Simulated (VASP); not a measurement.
# TaSi2 (P6_222) in VASP: further runs, part 2 of 2

VASP 6.6.1.

**5. Relaxation of cell and atoms, PBE**

This run uses another cell than the first one, of 14.99 Å³/atom.

Input file INCAR:

```
SYSTEM = TaSi2
PREC = Accurate
ENCUT = 600
EDIFF = 1E-6
ISMEAR = 0
SIGMA = 0.2
LREAL = .FALSE.
LASPH = .TRUE.
NELM = 100
ALGO = Normal
ISIF = 3
LWAVE = .FALSE.
LCHARG = .FALSE.
GGA = PE
IBRION = 2
NSW = 36
EDIFFG = -0.08
```

Input file KPOINTS:

```
regular mesh
0
G
  4 4 3
  0 0 0
```

Input file POSCAR:

```
TaSi2
1.0
    4.8400000000      0.0000000000      0.0000000000
   -2.4200000000      4.1915629500      0.0000000000
    0.0000000000      0.0000000000      6.6500000000
Ta Si
3 6
Direct
    0.5000000000      0.0000000000      0.5000000000
    0.0000000000      0.5000000000      0.1666666700
    0.5000000000      0.5000000000      0.8333333300
    0.1658000000      0.3316000000      0.5000000000
    0.3316000000      0.1658000000      0.1666666700
    0.8342000000      0.1658000000      0.8333333300
    0.8342000000      0.6684000000      0.5000000000
    0.6684000000      0.8342000000      0.1666666700
    0.1658000000      0.8342000000      0.8333333300
```

Potentials or basis: VASP PAW PBE potentials, release 64 (Ta_pv, Si).

Command:

```console
> cat potpaw_PBE.64/Ta_pv/POTCAR potpaw_PBE.64/Si/POTCAR > POTCAR
> mpirun -np 1 vasp_std > vasp.out
```

OUTCAR:

```text
SYSTEM = TaSi2
   PREC = Accurate
   ENCUT = 600
   EDIFF = 1E-6
   ISMEAR = 0
   LREAL = .FALSE.
   LASPH = .TRUE.
   NELM = 100
   ISIF = 3
   GGA = PE
   IBRION = 2
   NSW = 36
   EDIFFG = -0.08

 ion  position               nearest neighbor table
   1  0.500  0.000  0.500-   5 2.62   8 2.62   6 2.62   9 2.62   4 2.79   7 2.79   7 2.79   4 2.79
                             4 2.80   7 2.80   3 3.28   2 3.28   3 3.28   2 3.28
   2  0.000  0.500  0.167-   4 2.62   7 2.62   6 2.62   9 2.62   5 2.79   8 2.79   5 2.79   8 2.79
                             8 2.80   5 2.80   1 3.28   1 3.28   3 3.28   3 3.28
   3  0.500  0.500  0.833-   4 2.62   7 2.62   5 2.62   8 2.62   6 2.79   9 2.79   9 2.79   6 2.79
                             6 2.80   9 2.80   1 3.28   1 3.28   2 3.28   2 3.28
   4  0.166  0.332  0.500-   6 2.62   5 2.62   2 2.62   3 2.62   7 2.78   1 2.79   1 2.79   1 2.80
                             7 2.80   7 2.80
   5  0.332  0.166  0.167-   4 2.62   9 2.62   1 2.62   3 2.62   8 2.78   2 2.79   2 2.79   2 2.80
                             8 2.80   8 2.80
   6  0.834  0.166  0.833-   4 2.62   8 2.62   1 2.62   2 2.62   9 2.78   3 2.79   3 2.79   3 2.80
                             9 2.80   9 2.80
   7  0.834  0.668  0.500-   9 2.62   8 2.62   2 2.62   3 2.62   4 2.78   1 2.79   1 2.79   1 2.80
                             4 2.80   4 2.80
   8  0.668  0.834  0.167-   7 2.62   6 2.62   1 2.62   3 2.62   5 2.78   2 2.79   2 2.79   2 2.80
                             5 2.80   5 2.80
   9  0.166  0.834  0.833-   7 2.62   5 2.62   1 2.62   2 2.62   6 2.78   3 2.79   3 2.79   3 2.80
                             6 2.80   6 2.80

  LATTYP: Found a hexagonal cell.
 ALAT       =     4.8400000000
 C/A-ratio  =     1.3739669421

  Lattice vectors:

 A1 = (   4.8400000000,   0.0000000000,   0.0000000000)
 A2 = (  -2.4200000000,   4.1915629500,   0.0000000000)
 A3 = (   0.0000000000,   0.0000000000,   6.6500000000)

Analysis of symmetry for initial positions (statically):
=====================================================================
 Subroutine PRICEL returns:
 Original cell was already a primitive cell.

 Routine SETGRP: Setting up the symmetry group for a
 hexagonal supercell.

 Subroutine GETGRP returns: Found 12 space group operations
 (whereof  4 operations were pure point group operations)
 out of a pool of 24 trial point group operations.
[... 128 lines left out ...]
   EFERMI =   0.00;   METHOD = LEGACY
   ISMEAR =     0;   SIGMA  =   0.20  broadening in eV -4-tet -1-fermi 0-gaus
   EFERMI_NEDOS =   21; number of points for ismear=-14 and -15
   IALGO  =     38    algorithm
   IMIX   =      4    mixing-type and parameters
     AMIX     =   0.40;   BMIX     =  1.00
     AMIX_MAG =   1.60;   BMIX_MAG =  1.00
  volume/ion in A,a.u.               =      14.99       101.16
  Fermi-wavevector in a.u.,A,eV,Ry     =   1.228435  2.321405 20.531900  1.509052
  Thomas-Fermi vector in A             =   2.363360
   LORBIT       =      0    0 simple, 1 ext, 2 COOP (PROOUT), +10 PAW based schemes
   GGA     = PE    functional components
   LHFCALC =     F    Hartree Fock is set to
   AEXX    =    0.0000 exact exchange contribution
   IVDW    =     0    specifies the selected vdW correction
   LEPSILON=     F    determine dielectric tensor
   LRPA    =     F    only Hartree local field effects (RPA)
 conjugate gradient relaxation of ions
 non-spin polarized calculation
 Gauss-broadening in eV      SIGMA  =   0.20
  energy-cutoff  :      600.00
  volume of cell :      134.91
 maximum number of plane-waves:      4514
 NGX is ok and might be reduce to    40
   NGX = 19   NGY = 19   NGZ = 27

--------------------------------------- Ionic step        1  -------------------------------------------

 number of electron      57.0000003 magnetization

 Free energy of the ion-electron system (eV)
  ---------------------------------------------------
  ext. energy  EPLUGINS =         0.00000000
  ---------------------------------------------------
  free energy    TOTEN  =       -72.13165800 eV

  energy without entropy =      -72.04673451  energy(sigma->0) =      -72.08919626

------------------------ aborting loop because EDIFF is reached ----------------------------------------

  FORCE on cell =-STRESS in cart. coord.  units (eV):
  Direction    XX          YY          ZZ          XY          YZ          ZX
  --------------------------------------------------------------------------------------
  -------------------------------------------------------------------------------------
  Total       -3.0862964     -3.0862964     -2.3325570      0.0000000      0.0000000      0.0000000
  in kB      -36.6526358    -36.6526357    -27.7012808      0.0000000      0.0000000      0.0000000
  external PRESSURE =     -33.6688508 kB  Pullay stress =       0.0000000 kB
[... 202 lines left out ...]
--------------------------------------- Ionic step        6  -------------------------------------------

 number of electron      56.9999999 magnetization

 Free energy of the ion-electron system (eV)
  ---------------------------------------------------
  ext. energy  EPLUGINS =         0.00000000
  ---------------------------------------------------
  free energy    TOTEN  =       -72.28288261 eV

  energy without entropy =      -72.21788009  energy(sigma->0) =      -72.25038135

 E-fermi :   9.2671     XC(G=0): -12.0020

 val. band max:        9.1348978260   @ k =   0.5000   0.0000   0.0000
 cond. band min:       9.3209251964   @ k =   0.2500   0.0000   0.3333
 fundamental gap:      0.1860273703
 Fermi energy:         9.2671085560

 k-point     1 :       0.0000    0.0000    0.0000
  band No.  band energies     occupation
      1     -25.2290      2.00000
      2     -25.2110      2.00000
      3     -25.2110      2.00000
      4     -25.1559      2.00000
      5     -25.1559      2.00000
      6     -25.0659      2.00000
[... 321 lines left out ...]
  FREE ENERGIE OF THE ION-ELECTRON SYSTEM (eV)
  ---------------------------------------------------
  free  energy   TOTEN  =       -72.2828826078 eV

  energy  without entropy=      -72.2178800926  energy(sigma->0) =      -72.25038135

 reached required accuracy - stopping structural energy minimisation
```

OSZICAR:

```text
N       E                     dE             d eps       ncg     rms          rms(c)
DAV:   1     0.419923821792E+03    0.41992E+03   -0.31121E+04   544   0.176E+03
DAV:   2    -0.521325574164E+02   -0.47206E+03   -0.46549E+03   622   0.413E+02
DAV:   3    -0.740811409202E+02   -0.21949E+02   -0.21698E+02   686   0.753E+01
[... 49 lines left out ...]
DAV:   3    -0.722830782668E+02    0.42475E-02   -0.87364E-03   708   0.511E-01    0.129E-01
DAV:   4    -0.722829005080E+02    0.17776E-03   -0.10068E-03   710   0.147E-01    0.666E-02
DAV:   5    -0.722828993489E+02    0.11591E-05   -0.32242E-04   678   0.890E-02    0.393E-02
DAV:   6    -0.722828821581E+02    0.17191E-04   -0.95769E-05   660   0.464E-02    0.249E-03
DAV:   7    -0.722828826078E+02   -0.44973E-06   -0.36353E-06   616   0.886E-03
   6 F= -.72282883E+02 E0= -.72250381E+02  d E =-.459429E-02
```

CONTCAR:

```text
TaSi2
   1.00000000000000
     4.8109095178979233   -0.0000000000000000   -0.0000000000000000
    -2.4054547589489617    4.1663698535722586    0.0000000000000000
     0.0000000000000000   -0.0000000000000000    6.6014834771469548
  Ta              Si
     3     6
Direct
     0.5000000000000000    0.0000000000000000    0.5000000000000000
     0.0000000000000000    0.5000000000000000    0.1666666699999979
     0.5000000000000000    0.5000000000000000    0.8333333300000021
     0.1588779164779473    0.3177558329559017    0.5000000000000000
     0.3177558329558969    0.1588779164779473    0.1666666699999979
     0.8411220835220574    0.1588779164779473    0.8333333300000021
     0.8411220835220528    0.6822441670440983    0.5000000000000000
     0.6822441670441031    0.8411220835220528    0.1666666699999979
     0.1588779164779425    0.8411220835220528    0.8333333300000021

  0.00000000E+00  0.00000000E+00  0.00000000E+00
  0.00000000E+00  0.00000000E+00  0.00000000E+00
  0.00000000E+00  0.00000000E+00  0.00000000E+00
  0.00000000E+00  0.00000000E+00  0.00000000E+00
  0.00000000E+00  0.00000000E+00  0.00000000E+00
  0.00000000E+00  0.00000000E+00  0.00000000E+00
  0.00000000E+00  0.00000000E+00  0.00000000E+00
  0.00000000E+00  0.00000000E+00  0.00000000E+00
  0.00000000E+00  0.00000000E+00  0.00000000E+00
```

Run time: 4.4 min. Hardware: 1 thread of Intel Xeon 6975P-C (Granite Rapids), shared host; peak memory 0.3 GiB.

What came out:

```
Free energy                           : -72.2829 eV
Relaxed volume                        : 14.70 Å³/atom
Relaxed cell                          : a = 4.811 Å, b = 4.811 Å, c = 6.601 Å, α = 90.00°, β = 90.00°, γ = 120.00°
Space group after relaxing (to 0.1 Å) : P6_222 (No. 180)
Energy gained by relaxing             : 16.8 meV/atom
Ionic steps                           : 6
Pressure after relaxing               : -0.3 GPa
Largest force after relaxing          : 0.008 eV/Å
Band gap on the k mesh                : zero (an odd number of electrons rules out a gap without spin polarisation)
```

Forces on the atoms (eV/Å):
```
Ta   0.000  0.000  0.000
Ta   0.000  0.000  0.000
Ta   0.000  0.000  0.000
Si   0.000 -0.008  0.000
Si  -0.007 -0.004  0.000
Si   0.007 -0.004  0.000
Si   0.000  0.008  0.000
Si   0.007  0.004  0.000
Si  -0.007  0.004  0.000
```

Stress tensor (GPa, compression positive):
```
-0.43  0.00  0.00
 0.00 -0.43  0.00
 0.00  0.00 -0.15
```

Step by step:
| step | energy change (eV) | largest force (eV/Å) | pressure (GPa) | volume (Å³) |
| --- | --- | --- | --- | --- |
| 1 | 0.0000 | 0.6523 | -3.37 | 134.91 |
| 2 | -0.0780 | 0.3485 | 4.81 | 128.85 |
| 3 | -0.0933 | 0.4496 | 2.29 | 130.54 |
| 4 | -0.1466 | 0.0004 | 0.31 | 131.72 |
| 5 | -0.1466 | 0.0144 | 0.36 | 131.68 |
| 6 | -0.1512 | 0.0084 | -0.34 | 132.32 |

Final structure:
```xyz
9
Lattice="4.8109 0.0000 0.0000 -2.4055 4.1664 0.0000 0.0000 0.0000 6.6015" Properties=species:S:1:pos:R:3 pbc="T T T"
Ta    2.4055    0.0000    3.3007
Ta   -1.2027    2.0832    1.1002
Ta    1.2027    2.0832    5.5012
Si    0.0000    1.3239    3.3007
Si    1.1465    0.6619    1.1002
Si    3.6644    0.6619    5.5012
Si    2.4055    2.8425    3.3007
Si    1.2589    3.5044    1.1002
Si   -1.2589    3.5044    5.5012
```

Levels at points of the mesh, in eV from the Fermi level:
| k point | band 27 | band 28 | band 29 | band 30 | band 31 | band 32 |
| --- | --- | --- | --- | --- | --- | --- |
| (0.00, 0.00, 0.00) | -2.23 | -2.23 | -1.57 | 0.66 | 2.85 | 2.85 |
| (0.50, 0.00, 0.00) | -0.80 | -0.16 | -0.13 | 0.78 | 1.07 | 1.44 |

Caveat: the k points lie up to 0.38 Å⁻¹ apart in the final cell, too coarse for converged energies and pressures of a metal; spin-orbit coupling is left out, which moves the levels of the heavy elements.

**6. The runs side by side**

```tsv
task	cell	k mesh	cutoff (eV)	smearing	gap on the mesh (eV)	pressure (GPa)	largest force (eV/Å)
single point	a = 4.805, b = 4.805, c = 6.602 Å, angles 90.0, 90.0, 120.0°, 9 atoms, atomic positions A	4 × 4 × 3	520	gaussian 0.2 eV	none	0.1	0.01
single point	a = 4.806, b = 4.806, c = 6.597 Å, angles 90.0, 90.0, 120.0°, 9 atoms, atomic positions A	6 × 6 × 6	520	gaussian 0.1 eV	none	0.1	-
single point	a = 4.806, b = 4.806, c = 6.598 Å, angles 90.0, 90.0, 120.0°, 9 atoms, atomic positions A	6 × 6 × 6	520	gaussian 0.1 eV	none	0.1	-
relaxation of cell and atoms	relaxed from a = 4.840, b = 4.840, c = 6.650 Å, angles 90.0, 90.0, 120.0°, 9 atoms, atomic positions B	4 × 4 × 3	600	gaussian 0.2 eV	none	-0.3	0.01
```

Alike in all rows: level PBE; potentials or basis VASP PAW PBE potentials, release 64 (Ta_pv, Si); no spin polarisation.

Caveats: some runs use coarse meshes; spin-orbit coupling is left out, which moves the levels of the heavy elements.

Total energies depend on the potentials used, so only differences within one code and one set of settings carry meaning.
